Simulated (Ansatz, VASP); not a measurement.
# One calculation of ZnS, two programs

```
CELL_PARAMETERS angstrom
0.00000 2.64842 2.64842
2.64842 0.00000 2.64842
2.64842 2.64842 0.00000
ATOMIC_POSITIONS crystal
Zn 0.00000 0.00000 0.00000
S 0.75000 0.75000 0.75000
```

Alike in both runs: task single point; functional LDA; k mesh 10 × 10 × 10; occupations gaussian, width 0.01 eV; no spin polarisation.

|  | VASP | Ansatz |
| --- | --- | --- |
| version | VASP 6.6.1 | Ansatz 0.2.0 |
| potentials or method | VASP PAW LDA potentials, release 64 (Zn, S), cutoff 520 eV | scalar-relativistic, plane waves, PAW |
| valence electrons in the cell | 18 | 18 |

Ansatz gave:

| Quantity | Value |
| --- | --- |
| gap on the k mesh at the Fermi level (eV) | 2.13 |
| least direct gap on the mesh (eV) | 2.13 |
| pressure (GPa) | 0.0 |

What did VASP give for the same quantities?

gap on the k mesh at the Fermi level (eV): 2.16; least direct gap on the mesh (eV): 2.16; pressure (GPa): 0.3.

LDA's correlation is that of Perdew and Zunger in VASP and of Perdew and Wang (1992) in Ansatz.
